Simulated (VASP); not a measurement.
# GaP (I-4m2) in VASP: single point with HSE06

Aim: the single point of GaP with HSE06.

Everything below comes from runs of VASP 6.6.1. Logs are shortened: lines on timing, memory, paths and dates and some standing lists are left out, and cuts for length are marked.

**1. The cell of the first run**

It takes space group I-4m2 (No. 119, tetragonal). Conventional cell: a = 3.854 Å, b = 3.854 Å, c = 5.403 Å, α = 90.00°, β = 90.00°, γ = 90.00°. Ga (site symmetry -4m2) has 4 P at 2.35 Å within 3.1 Å. P (site symmetry -4m2) has 4 Ga at 2.35 Å within 3.1 Å.

**2. Single point, HSE06 (uniaxial x strain -0.9%)**

The input, POSCAR:

```
GaP
1.0
    0.0000000000      2.7253992947      2.7253992947
    2.7016883208      0.0000000000      2.7253992947
    2.7016883208      2.7253992947      0.0000000000
Ga P
1 1
Direct
    0.0000000000      0.0000000000      0.0000000000
    0.2500000000      0.2500000000      0.2500000000
```

The input, INCAR.step1:

```
SYSTEM = GaP
PREC = Accurate ; ENCUT = 520
EDIFF = 1E-5 ; ISMEAR = 0
SIGMA = 0.01 ; LREAL = .FALSE.
LASPH = .TRUE. ; NELM = 100
ALGO = Normal ; ISIF = 2
LWAVE = .TRUE. ; LCHARG = .FALSE.
NBANDS = 16 ; GGA = PE
```

The input, INCAR.step2:

```
SYSTEM = GaP
PREC = Accurate ; ENCUT = 520
EDIFF = 1E-7 ; ISMEAR = 0
SIGMA = 0.01 ; LREAL = .FALSE.
LASPH = .TRUE. ; NELM = 100
ALGO = Normal ; ISIF = 2
LWAVE = .FALSE. ; LCHARG = .FALSE.
GGA = PE ; LHFCALC = .TRUE.
HFSCREEN = 0.2079 ; PRECFOCK = Normal
NBANDS = 16 ; ISTART = 1
```

The input, KPOINTS:

```
Automatic mesh
0
G
  6 6 6
  0 0 0
```

Potentials or basis: VASP PAW PBE potentials, release 64 (Ga_d, P).

Run with:

```bash
$ cat potpaw_PBE.64/Ga_d/POTCAR potpaw_PBE.64/P/POTCAR > POTCAR
$ cp INCAR.step1 INCAR
$ mpirun -np 1 vasp_std > vasp.out
$ cp INCAR.step2 INCAR
$ mpirun -np 1 vasp_std > vasp.out
```

OUTCAR:

```text
SYSTEM = GaP
   PREC = Accurate
   ENCUT = 520
   EDIFF = 1E-7
   ISMEAR = 0
   LREAL = .FALSE.
   LASPH = .TRUE.
   NELM = 100
   ISIF = 2
   GGA = PE
   LHFCALC = .TRUE.
   HFSCREEN = 0.2079
   PRECFOCK = Normal
   ISTART = 1

 ion  position               nearest neighbor table
   1  0.000  0.000  0.000-   2 2.35   2 2.35   2 2.35   2 2.35
   2  0.250  0.250  0.250-   1 2.35   1 2.35   1 2.35   1 2.35

  LATTYP: Found a body centered tetragonal cell.
 ALAT       =     3.8542966454
 C/A-ratio  =     1.4019099044

  Lattice vectors:

 A1 = (  -2.7016883208,   0.0000000000,  -2.7253992947)
 A2 = (  -2.7016883208,   0.0000000000,   2.7253992947)
 A3 = (   2.7016883208,   2.7253992947,   0.0000000000)

Analysis of symmetry for initial positions (statically):
=====================================================================
 Subroutine PRICEL returns:
 Original cell was already a primitive cell.

 Routine SETGRP: Setting up the symmetry group for a
 body centered tetragonal supercell.

 Subroutine GETGRP returns: Found  8 space group operations
 (whereof  8 operations were pure point group operations)
 out of a pool of 16 trial point group operations.

The static configuration has the point symmetry D_2d.

Analysis of symmetry for dynamics (positions and initial velocities):
=====================================================================
 Subroutine PRICEL returns:
 Original cell was already a primitive cell.

 Routine SETGRP: Setting up the symmetry group for a
 body centered tetragonal supercell.

 Subroutine GETGRP returns: Found  8 space group operations
 (whereof  8 operations were pure point group operations)
 out of a pool of 16 trial point group operations.

The dynamic configuration has the point symmetry D_2d.

 Subroutine INISYM returns: Found  8 space group operations
 (whereof  8 operations are pure point group operations),
 and found     1 'primitive' translations

----------------------------------------------------------------------------------------

                                     Primitive cell

  volume of cell :      40.1352

  direct lattice vectors                    reciprocal lattice vectors
[... 92 lines left out ...]
   NFREE  =      0    steps in history (QN), initial steepest desc. (CG)
   ISIF   =      2    stress and relaxation
   ISYM   =      3    0-nonsym 1-usesym 2-fastsym
   POTIM  = 0.5000    time-step for ionic-motion
   TEBEG  =    0.0;   TEEND  =   0.0 temperature during run
   PSTRESS=    0.0 pullay stress
   NELECT =      18.0000    total number of electrons
   NUPDOWN=      -1.0000    fix difference up-down
   EMIN   =  10.00;   EMAX   =-10.00  energy-range for DOS
   EFERMI =   0.00;   METHOD = LEGACY
   ISMEAR =     0;   SIGMA  =   0.01  broadening in eV -4-tet -1-fermi 0-gaus
   EFERMI_NEDOS =   21; number of points for ismear=-14 and -15
   IALGO  =     38    algorithm
   IMIX   =      1    mixing-type and parameters
     AMIX     =   0.40;   BMIX     =  1.00
     AMIX_MAG =   1.60;   BMIX_MAG =  1.00
  volume/ion in A,a.u.               =      20.07       135.42
  Fermi-wavevector in a.u.,A,eV,Ry     =   1.253114  2.368042 21.365148  1.570294
  Thomas-Fermi vector in A             =   2.386982
   LORBIT       =      0    0 simple, 1 ext, 2 COOP (PROOUT), +10 PAW based schemes
   GGA     = PE    functional components
   LHFCALC =     T    Hartree Fock is set to
   PRECFOCK=normal    Normal, Fast or Accurate (Low or Medium for compatibility)
   ENCUT4O =  -1.0   cutoff for four orbital integrals eV
   NKREDX  =     1    reduce k-point grid by
   NKREDY  =     1    reduce k-point grid by
   NKREDZ  =     1    reduce k-point grid by
   AEXX    =    0.2500 exact exchange contribution
   HFSCREEN=    0.2079 screening length (either q_TF or 0.3 A-1)
   HFSCREENC=   0.2079 screening length for correlation (either q_TF or 0.3 A-1)
   ENCUTFOCK=  -1.0 apply spherical cutoff to Coloumb kernel
   IVDW    =     0    specifies the selected vdW correction
   LEPSILON=     F    determine dielectric tensor
   LRPA    =     F    only Hartree local field effects (RPA)
 non-spin polarized calculation
 Gauss-broadening in eV      SIGMA  =   0.01
  energy-cutoff  :      520.00
  volume of cell :       40.14
 maximum number of plane-waves:      1098
 NGX is ok and might be reduce to    30
  NGX = 24; NGY = 24; NGZ = 24

 number of electron      17.9999988 magnetization

 Free energy of the ion-electron system (eV)
  ---------------------------------------------------
  ext. energy  EPLUGINS =         0.00000000
  ---------------------------------------------------
  free energy    TOTEN  =       -10.77746354 eV

  energy without entropy =      -10.77746354  energy(sigma->0) =      -10.77746354

 E-fermi :   4.3799     XC(G=0):  -8.1868

 val. band max:        4.3367762202   @ k =   0.0000   0.0000   0.0000
 cond. band min:       6.5357665957   @ k =   0.0000   0.5000   0.5000
 fundamental gap:      2.1989903755
 Fermi energy:         4.3798827163

 k-point     1 :       0.0000    0.0000    0.0000
  band No.  band energies     occupation
      1     -12.7633      2.00000
      2     -12.7633      2.00000
      3     -12.7607      2.00000
      4     -12.6598      2.00000
      5     -12.6580      2.00000
      6      -9.5464      2.00000
[... 433 lines left out ...]
      3     -12.7125      2.00000
      4     -12.6678      2.00000
      5     -12.6537      2.00000
      6      -6.5656      2.00000
[... 8 lines left out ...]
     15      18.0998      0.00000
     16      18.3962      0.00000

 [... further k-points ...]

------------------------ aborting loop because EDIFF is reached ----------------------------------------

  FORCE on cell =-STRESS in cart. coord.  units (eV):
  Direction    XX          YY          ZZ          XY          YZ          ZX
  --------------------------------------------------------------------------------------
  -------------------------------------------------------------------------------------
  Total        0.4504377      0.2744694      0.2744694      0.0000000      0.0000000      0.0000000
  in kB       17.9812465     10.9566819     10.9566819      0.0000000      0.0000000      0.0000000
  external PRESSURE =      13.2982035 kB  Pullay stress =       0.0000000 kB

 VOLUME and BASIS-vectors are now :
 -----------------------------------------------------------------------------
  energy-cutoff  :      520.00
  volume of cell :       40.14
      direct lattice vectors                 reciprocal lattice vectors
     0.000000000  2.725399295  2.725399295    -0.185069461  0.183459356  0.183459356
     2.701688321  0.000000000  2.725399295     0.185069461 -0.183459356  0.183459356
     2.701688321  2.725399295  0.000000000     0.185069461  0.183459356 -0.183459356

 POSITION                                       TOTAL-FORCE (eV/Angst)
 -----------------------------------------------------------------------------------
      0.00000      0.00000      0.00000         0.000000     -0.000000     -0.000000
      1.35084      1.36270      1.36270        -0.000000      0.000000      0.000000
 -----------------------------------------------------------------------------------
    total drift:                               -0.000001      0.000002      0.000001

  FREE ENERGIE OF THE ION-ELECTRON SYSTEM (eV)
  ---------------------------------------------------
  free  energy   TOTEN  =       -10.7774635361 eV

  energy  without entropy=      -10.7774635361  energy(sigma->0) =      -10.77746354
```

It took 2.1 h on 1 thread of Intel Xeon Platinum 8259CL at 2.50GHz (Skylake/Cascade Lake), shared host; peak memory 0.3 GiB.

What came out:

```
Free energy            : -10.7775 eV
Pressure               : 1.3 GPa
Band gap on the k mesh : 2.20 eV (least direct gap 2.84 eV)
```

Caveat: the cell differs from its parent crystal (uniaxial x strain -0.9%); the PAW data sets were made with another functional, which shifts forces and pressure a little. A k mesh can miss the band edges.
